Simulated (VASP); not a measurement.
# CsBe3Ag (P4mm) in VASP: notebook

Runs on CsBe3Ag. Level: PBE. Tasks: single point, relaxation of cell and atoms.

Program: VASP 6.6.1. These are calculated values, not measurements. Logs are shortened: lines on timing, memory, paths and dates and some standing lists are left out, and cuts for length are marked.

**1. The cell of the first run**

Symmetry: P4mm, No. 99, tetragonal system. The conventional cell has a = 4.081 Å, b = 4.081 Å, c = 5.498 Å, α = 90.00°, β = 90.00°, γ = 90.00°. Within 3.9 Å of Cs (site symmetry 4mm) lie 12 Be at 2.97 to 3.49 Å and 4 Ag at 3.29 Å. Be (site symmetry 2mm) has 2 Ag at 2.39 Å and 6 Be at 2.82 to 2.89 Å within 3.2 Å. Within 3.0 Å of Be (site symmetry 4mm) lie 1 Ag at 2.30 Å and 4 Be at 2.82 Å and 4 Cs at 2.97 Å. Ag (site symmetry 4mm) has 5 Be at 2.30 to 2.39 Å within 3.0 Å.

The cell was generated, and may not be a known phase.

**2. Single point, PBE**

Input file INCAR:

```
PREC = Accurate
ENCUT = 520
EDIFF = 1E-7
ISMEAR = 0
SIGMA = 0.1
LREAL = False
LASPH = True
NELM = 100
ALGO = Normal
ISIF = 2
LWAVE = False
LCHARG = False
GGA = PE
NBANDS = 21
```

Input file KPOINTS:

```
Automatic mesh
0
Gamma
  4 4 4
```

Input file POSCAR:

```
CsBe3Ag
1.0
    4.0807238000      0.0000000000      0.0000000000
    0.0000000000      4.0807238000      0.0000000000
    0.0000000000      0.0000000000      5.4978145400
Cs Be Ag
1 3 1
Direct
    0.5000000000      0.5000000000      0.7217770800
    0.5000000000      0.0000000000      0.2377544000
    0.0000000000      0.5000000000      0.2377544000
    0.0000000000      0.0000000000      0.5922929600
    0.0000000000      0.0000000000      0.0108211200
```

Potentials or basis: VASP PAW PBE potentials, release 64 (Cs_sv, Be, Ag).

The run is started by

```sh
$ cat potpaw_PBE.64/Cs_sv/POTCAR potpaw_PBE.64/Be/POTCAR potpaw_PBE.64/Ag/POTCAR > POTCAR
$ mpirun -np 1 vasp_std > vasp.out
```

OUTCAR:

```text
PREC = Accurate
   ENCUT = 520
   EDIFF = 1E-7
   ISMEAR = 0
   LREAL = False
   LASPH = True
   NELM = 100
   ISIF = 2
   GGA = PE

 ion  position               nearest neighbor table
   1  0.500  0.500  0.722-   5 3.29   5 3.29   5 3.29   5 3.29
   2  0.500  0.000  0.238-   5 2.39   5 2.39
   3  0.000  0.500  0.238-   5 2.39   5 2.39
   4  0.000  0.000  0.592-   5 2.30
   5  0.000  0.000  0.011-   4 2.30   3 2.39   2 2.39   3 2.39   2 2.39   1 3.29   1 3.29   1 3.29
                             1 3.29

  LATTYP: Found a simple tetragonal cell.
 ALAT       =     4.0807238000
 C/A-ratio  =     1.3472645564

  Lattice vectors:

 A1 = (   4.0807238000,   0.0000000000,   0.0000000000)
 A2 = (   0.0000000000,   4.0807238000,   0.0000000000)
 A3 = (   0.0000000000,   0.0000000000,   5.4978145400)

Analysis of symmetry for initial positions (statically):
=====================================================================
 Subroutine PRICEL returns:
 Original cell was already a primitive cell.

 Routine SETGRP: Setting up the symmetry group for a
 simple tetragonal supercell.

 Subroutine GETGRP returns: Found  8 space group operations
 (whereof  8 operations were pure point group operations)
 out of a pool of 16 trial point group operations.

The static configuration has the point symmetry C_4v.

Analysis of symmetry for dynamics (positions and initial velocities):
=====================================================================
 Subroutine PRICEL returns:
 Original cell was already a primitive cell.

 Routine SETGRP: Setting up the symmetry group for a
 simple tetragonal supercell.

 Subroutine GETGRP returns: Found  8 space group operations
 (whereof  8 operations were pure point group operations)
 out of a pool of 16 trial point group operations.

The dynamic configuration has the point symmetry C_4v.

 Subroutine INISYM returns: Found  8 space group operations
 (whereof  8 operations are pure point group operations),
 and found     1 'primitive' translations

----------------------------------------------------------------------------------------

                                     Primitive cell

  volume of cell :      91.5513

  direct lattice vectors                    reciprocal lattice vectors
     4.080723800  0.000000000  0.000000000     0.245054566  0.000000000  0.000000000
     0.000000000  4.080723800  0.000000000     0.000000000  0.245054566  0.000000000
     0.000000000  0.000000000  5.497814540     0.000000000  0.000000000  0.181890457

  length of vectors
     4.080723800  4.080723800  5.497814540     0.245054566  0.245054566  0.181890457

  position of ions in fractional coordinates (direct lattice)
     0.500000000  0.500000000  0.721777080
     0.500000000  0.000000000  0.237754400
     0.000000000  0.500000000  0.237754400
     0.000000000  0.000000000  0.592292960
     0.000000000  0.000000000  0.010821120

  ion indices of the primitive-cell ions
   primitive index   ion index
                 1           1
                 2           2
                 3           3
                 4           4
                 5           5

----------------------------------------------------------------------------------------

 KPOINTS: Automatic mesh

Automatic generation of k-mesh.
 Grid dimensions read from file:
 generate k-points for:    4    4    4

 Generating k-lattice:

  Cartesian coordinates                     Fractional coordinates (reciprocal lattice)
     0.061263642  0.000000000  0.000000000     0.250000000  0.000000000  0.000000000
     0.000000000  0.061263642  0.000000000     0.000000000  0.250000000  0.000000000
     0.000000000  0.000000000  0.045472614     0.000000000  0.000000000  0.250000000

  Length of vectors
     0.061263642  0.061263642  0.045472614

  Shift w.r.t. Gamma in fractional coordinates (k-lattice)
     0.000000000  0.000000000  0.000000000

 Subroutine IBZKPT returns following result:
 ===========================================

 Found     18 irreducible k-points:

 Following reciprocal coordinates:
            Coordinates               Weight
  0.000000  0.000000  0.000000      1.000000
  0.250000  0.000000  0.000000      4.000000
  0.500000  0.000000  0.000000      2.000000
  0.250000  0.250000  0.000000      4.000000
  0.500000  0.250000  0.000000      4.000000
  0.500000  0.500000  0.000000      1.000000
[... 10 lines left out ...]
  0.500000  0.250000  0.500000      4.000000
  0.500000  0.500000  0.500000      1.000000
   k-points           NKPTS =     18   k-points in BZ     NKDIM =     18   number of bands    NBANDS=     21
   number of dos      NEDOS =    301   number of ions     NIONS =      5
   total plane-waves  NPLWV =  37800
   dimension x,y,z NGX =    30 NGY =   30 NGZ =   42
   dimension x,y,z NGXF=    60 NGYF=   60 NGZF=   84
   ions per type =               1   3   1
   NGX,Y,Z   is equivalent  to a cutoff of  12.22, 12.22, 12.70 a.u.
   NGXF,Y,Z  is equivalent  to a cutoff of  24.44, 24.44, 25.40 a.u.
 SYSTEM =  unknown system
   PREC   = accura    normal or accurate (medium, high low for compatibility)
   ISTART =      0    job   : 0-new  1-cont  2-samecut
   ICHARG =      2    charge: 1-file 2-atom 10-const
   ISPIN  =      1    spin polarized calculation?
   LNONCOLLINEAR =      F non collinear calculations
   LSORBIT =      F    spin-orbit coupling
   LASPH  =      T    aspherical Exc in radial PAW
   ENCUT  =  520.0 eV  38.22 Ry    6.18 a.u.   7.59  7.59 10.22*2*pi/ulx,y,z
   NELM   =    100;   NELMIN=  2; NELMDL= -5     # of ELM steps
   EDIFF  = 0.1E-06   stopping-criterion for ELM
   LREAL  =      F    real-space projection
   EDIFFG = 0.1E-05   stopping-criterion for IOM
   NSW    =      0    number of steps for IOM
   IBRION =     -1    ionic relax: 0-MD 1-quasi-New 2-CG
   NFREE  =      0    steps in history (QN), initial steepest desc. (CG)
   ISIF   =      2    stress and relaxation
   ISYM   =      2    0-nonsym 1-usesym 2-fastsym
   POTIM  = 0.5000    time-step for ionic-motion
   TEBEG  =    0.0;   TEEND  =   0.0 temperature during run
   PSTRESS=    0.0 pullay stress
   NELECT =      26.0000    total number of electrons
   NUPDOWN=      -1.0000    fix difference up-down
   EMIN   =  10.00;   EMAX   =-10.00  energy-range for DOS
   EFERMI =   0.00;   METHOD = LEGACY
   ISMEAR =     0;   SIGMA  =   0.10  broadening in eV -4-tet -1-fermi 0-gaus
   EFERMI_NEDOS =   21; number of points for ismear=-14 and -15
   IALGO  =     38    algorithm
   IMIX   =      4    mixing-type and parameters
     AMIX     =   0.40;   BMIX     =  1.00
     AMIX_MAG =   1.60;   BMIX_MAG =  1.00
  volume/ion in A,a.u.               =      18.31       123.56
  Fermi-wavevector in a.u.,A,eV,Ry     =   1.076080  2.033496 15.754833  1.157948
  Thomas-Fermi vector in A             =   2.211954
   LORBIT       =      0    0 simple, 1 ext, 2 COOP (PROOUT), +10 PAW based schemes
   GGA     = PE    functional components
   LHFCALC =     F    Hartree Fock is set to
   AEXX    =    0.0000 exact exchange contribution
   IVDW    =     0    specifies the selected vdW correction
   LEPSILON=     F    determine dielectric tensor
   LRPA    =     F    only Hartree local field effects (RPA)
 non-spin polarized calculation
 Gauss-broadening in eV      SIGMA  =   0.10
  energy-cutoff  :      520.00
  volume of cell :       91.55
 maximum number of plane-waves:      2484
   NGX = 15   NGY = 15   NGZ = 21

 number of electron      26.0000003 magnetization

 Free energy of the ion-electron system (eV)
  ---------------------------------------------------
  ext. energy  EPLUGINS =         0.00000000
  ---------------------------------------------------
  free energy    TOTEN  =        -9.10043119 eV

  energy without entropy =       -9.08321136  energy(sigma->0) =       -9.09182128

 E-fermi :   4.6962     XC(G=0):  -9.8186

 val. band max:        4.6826049227   @ k =   0.5000   0.0000   0.0000
 cond. band min:       4.7623510458   @ k =   0.5000   0.2500   0.0000
 fundamental gap:      0.0797461231
 Fermi energy:         4.6961722935

 k-point     1 :       0.0000    0.0000    0.0000
  band No.  band energies     occupation
      1     -17.2180      2.00000
      2      -4.5647      2.00000
      3      -4.0375      2.00000
      4      -4.0375      2.00000
      5      -2.1339      2.00000
      6      -1.4315      2.00000
[... 13 lines left out ...]
     20       9.7462      0.00000
     21      10.1685      0.00000

 k-point     2 :       0.2500    0.0000    0.0000
  band No.  band energies     occupation
      1     -17.1642      2.00000
      2      -4.9296      2.00000
      3      -4.3916      2.00000
      4      -3.9501      2.00000
      5      -1.4088      2.00000
      6      -1.3545      2.00000
[... 13 lines left out ...]
     20       9.9136      0.00000
     21      11.0670      0.00000

 k-point     3 :       0.5000    0.0000    0.0000
  band No.  band energies     occupation
      1     -17.1089      2.00000
      2      -5.5516      2.00000
      3      -4.1989      2.00000
      4      -3.8599      2.00000
      5      -1.4023      2.00000
      6      -1.3352      2.00000
[... 13 lines left out ...]
     20      10.5289      0.00000
     21      11.0104      0.00000
[... 313 lines left out ...]
 k-point    17 :       0.5000    0.2500    0.5000
  band No.  band energies     occupation
      1     -17.0550      2.00000
      2      -5.2856      2.00000
      3      -4.5672      2.00000
      4      -4.3318      2.00000
      5      -1.2376      2.00000
      6      -1.2012      2.00000
[... 13 lines left out ...]
     20      11.3011      0.00000
     21      11.3066      0.00000

 k-point    18 :       0.5000    0.5000    0.5000
  band No.  band energies     occupation
      1     -17.0036      2.00000
      2      -5.1086      2.00000
      3      -5.1086      2.00000
      4      -4.2713      2.00000
      5      -1.2273      2.00000
      6      -1.0418      2.00000
[... 13 lines left out ...]
     20      10.1789      0.00000
     21      12.3096      0.00000

------------------------ aborting loop because EDIFF is reached ----------------------------------------

  FORCE on cell =-STRESS in cart. coord.  units (eV):
  Direction    XX          YY          ZZ          XY          YZ          ZX
  --------------------------------------------------------------------------------------
  -------------------------------------------------------------------------------------
  Total        4.8481927      4.8481927      2.4839497      0.0000000      0.0000000      0.0000000
  in kB       84.8449434     84.8449434     43.4699246      0.0000000      0.0000000      0.0000000
  external PRESSURE =      71.0532705 kB  Pullay stress =       0.0000000 kB

 VOLUME and BASIS-vectors are now :
 -----------------------------------------------------------------------------
  energy-cutoff  :      520.00
  volume of cell :       91.55
      direct lattice vectors                 reciprocal lattice vectors
     4.080723800  0.000000000  0.000000000     0.245054566  0.000000000  0.000000000
     0.000000000  4.080723800  0.000000000     0.000000000  0.245054566  0.000000000
     0.000000000  0.000000000  5.497814540     0.000000000  0.000000000  0.181890457

 POSITION                                       TOTAL-FORCE (eV/Angst)
 -----------------------------------------------------------------------------------
      2.04036      2.04036      3.96820         0.000000      0.000000      0.068024
      2.04036      0.00000      1.30713         0.000000     -0.000000      0.487525
      0.00000      2.04036      1.30713         0.000000     -0.000000      0.487525
      0.00000      0.00000      3.25632        -0.000000     -0.000000     -2.291583
      0.00000      0.00000      0.05949         0.000000     -0.000000      1.248510
 -----------------------------------------------------------------------------------
    total drift:                               -0.000000      0.000000     -0.000289

  FREE ENERGIE OF THE ION-ELECTRON SYSTEM (eV)
  ---------------------------------------------------
  free  energy   TOTEN  =        -9.1004311931 eV

  energy  without entropy=       -9.0832113616  energy(sigma->0) =       -9.09182128
```

Wall time 55 s (1 thread of Oxide Virtual Turin-like, shared host); peak memory 0.17 GiB.

Results:

```yaml
Free_energy: -9.1004 eV
Pressure: 7.1 GPa
Largest_force: 2.292 eV/Å
Band_gap_on_the_k_mesh: zero (bands 13 and 14 overlap by 1.82 eV)
```

Forces in eV/Å, atoms in the order of the input:
```
Cs   0.000  0.000  0.068
Be   0.000  0.000  0.488
Be   0.000  0.000  0.488
Be   0.000  0.000 -2.292
Ag   0.000  0.000  1.249
```

Stress tensor (GPa, compression positive):
```
8.48 0.00 0.00
0.00 8.48 0.00
0.00 0.00 4.35
```

Caveat: the k points lie up to 0.38 Å⁻¹ apart, too coarse for converged energies and pressures of a metal; spin-orbit coupling is left out, which moves the levels of the heavy elements; forces of over 1 eV/Å act on the atoms, so gaps and moduli don't describe the material at rest.

**3. Single point, PBE**

This run uses another cell than the first one, of 22.42 Å³/atom.

Input file INCAR:

```
SYSTEM = CsBe3Ag
PREC     = Accurate       ! precision mode
ENCUT    = 520            ! plane-wave cutoff, eV
EDIFF    = 1E-6           ! SCF threshold, eV
ISMEAR   = 0              ! smearing method
SIGMA    = 0.1            ! smearing width, eV
LREAL    = .FALSE.        ! projectors in reciprocal space
LASPH    = .TRUE.         ! aspherical terms in the spheres
NELM     = 80             ! most SCF steps
ALGO     = Fast           ! electronic algorithm
ISIF     = 2              ! what is computed and relaxed
LWAVE    = .FALSE.        ! write WAVECAR
LCHARG   = .TRUE.         ! write CHGCAR
GGA      = PE             ! functional
LELF     = .TRUE.         ! ELF
LVHAR    = .TRUE.       
NBANDS   = 21             ! bands
```

Input file KPOINTS:

```
Automatic mesh
0
G
  4 4 4
  0 0 0
```

Input file POSCAR:

```
CsBe3Ag
1.0
    3.8788120874      0.0000000000      0.0000000000
    0.0000000000      3.8788120874      0.0000000000
    0.0000000000      0.0000000000      7.4519967422
Cs Be Ag
1 3 1
Direct
    0.5000000000      0.5000000000      0.7285073122
    0.5000000000      0.0000000000      0.2899089909
    0.0000000000      0.5000000000      0.2899089909
    0.0000000000      0.0000000000      0.4042197763
    0.0000000000      0.0000000000      0.0878548895
```

Potentials or basis: VASP PAW PBE potentials, release 64 (Cs_sv, Be, Ag).

The run is started by

```sh
$ cat potpaw_PBE.64/Cs_sv/POTCAR potpaw_PBE.64/Be/POTCAR potpaw_PBE.64/Ag/POTCAR > POTCAR
$ mpirun -np 1 vasp_std > vasp.out
```

OUTCAR:

```text
SYSTEM = CsBe3Ag
   PREC = Accurate
   ENCUT = 520
   EDIFF = 1E-6
   ISMEAR = 0
   LREAL = .FALSE.
   LASPH = .TRUE.
   NELM = 80
   ISIF = 2
   GGA = PE

 ion  position               nearest neighbor table
   1  0.500  0.500  0.729-
   2  0.500  0.000  0.290-   4 2.12   4 2.12   5 2.46   5 2.46
   3  0.000  0.500  0.290-   4 2.12   4 2.12   5 2.46   5 2.46
   4  0.000  0.000  0.404-   2 2.12   3 2.12   3 2.12   2 2.12   5 2.36
   5  0.000  0.000  0.088-   4 2.36   3 2.46   2 2.46   3 2.46   2 2.46

  LATTYP: Found a simple tetragonal cell.
[... 628 lines left out ...]
  -------------------------------------------------------------------------------------
  Total        0.0651448      0.0651448      0.0810318      0.0000000      0.0000000     -0.0000000
  in kB        0.9309374      0.9309374      1.1579666      0.0000000      0.0000000     -0.0000000
  external PRESSURE =       1.0066138 kB  Pullay stress =       0.0000000 kB

 VOLUME and BASIS-vectors are now :
 -----------------------------------------------------------------------------
  energy-cutoff  :      520.00
  volume of cell :      112.12
      direct lattice vectors                 reciprocal lattice vectors
     3.878812087  0.000000000  0.000000000     0.257810891  0.000000000  0.000000000
     0.000000000  3.878812087  0.000000000     0.000000000  0.257810891  0.000000000
     0.000000000  0.000000000  7.451996742     0.000000000  0.000000000  0.134192222

 POSITION                                       TOTAL-FORCE (eV/Angst)
 -----------------------------------------------------------------------------------
      1.93941      1.93941      5.42883         0.000000      0.000000      0.004451
      1.93941      0.00000      2.16040         0.000000     -0.000000     -0.001507
      0.00000      1.93941      2.16040         0.000000     -0.000000     -0.001507
      0.00000      0.00000      3.01224         0.000000     -0.000000      0.008896
      0.00000      0.00000      0.65469         0.000000      0.000000     -0.010333
 -----------------------------------------------------------------------------------
    total drift:                               -0.000000      0.000000     -0.000811

  FREE ENERGIE OF THE ION-ELECTRON SYSTEM (eV)
  ---------------------------------------------------
  free  energy   TOTEN  =       -11.6364353506 eV

  energy  without entropy=      -11.6166603163  energy(sigma->0) =      -11.62654783
```

It took 61 s on 1 thread of Oxide Virtual Turin-like, shared host; peak memory 0.19 GiB.

Results:

```yaml
Free_energy: -11.6364 eV
Pressure: 0.1 GPa
Largest_force: 0.010 eV/Å
Band_gap_on_the_k_mesh: zero (bands 13 and 14 overlap by 0.92 eV)
```

Forces in eV/Å, atoms in the order of the input:
```
Cs   0.000  0.000  0.004
Be   0.000  0.000 -0.002
Be   0.000  0.000 -0.002
Be   0.000  0.000  0.009
Ag   0.000  0.000 -0.010
```

Levels at points of the mesh, in eV from the Fermi level:
| k point | band 10 | band 11 | band 12 | band 13 | band 14 | band 15 | band 16 | band 17 |
| --- | --- | --- | --- | --- | --- | --- | --- | --- |
| (0.00, 0.00, 0.00) | -4.65 | -2.41 | -1.00 | -0.18 | -0.18 | 2.10 | 2.87 | 4.23 |
| (0.50, 0.00, 0.00) | -4.33 | -3.51 | -1.79 | 0.06 | 0.78 | 1.35 | 2.32 | 3.92 |
| (0.50, 0.50, 0.00) | -3.63 | -2.05 | -2.05 | -0.77 | -0.39 | 0.06 | 0.06 | 0.92 |
| (0.00, 0.00, 0.50) | -4.65 | -3.41 | -0.26 | -0.26 | 1.00 | 1.31 | 2.08 | 4.17 |
| (0.50, 0.00, 0.50) | -4.32 | -3.17 | -1.14 | -0.68 | 0.41 | 0.84 | 2.83 | 3.89 |
| (0.50, 0.50, 0.50) | -3.67 | -2.32 | -2.32 | -0.89 | -0.72 | 0.74 | 0.74 | 2.54 |

Caveat: the k points lie up to 0.40 Å⁻¹ apart, too coarse for converged energies and pressures of a metal; spin-orbit coupling is left out, which moves the levels of the heavy elements.

(Continued in part 2 of 2.)

The gap in the log of VASP goes by the Fermi energy; the results here count the filled bands.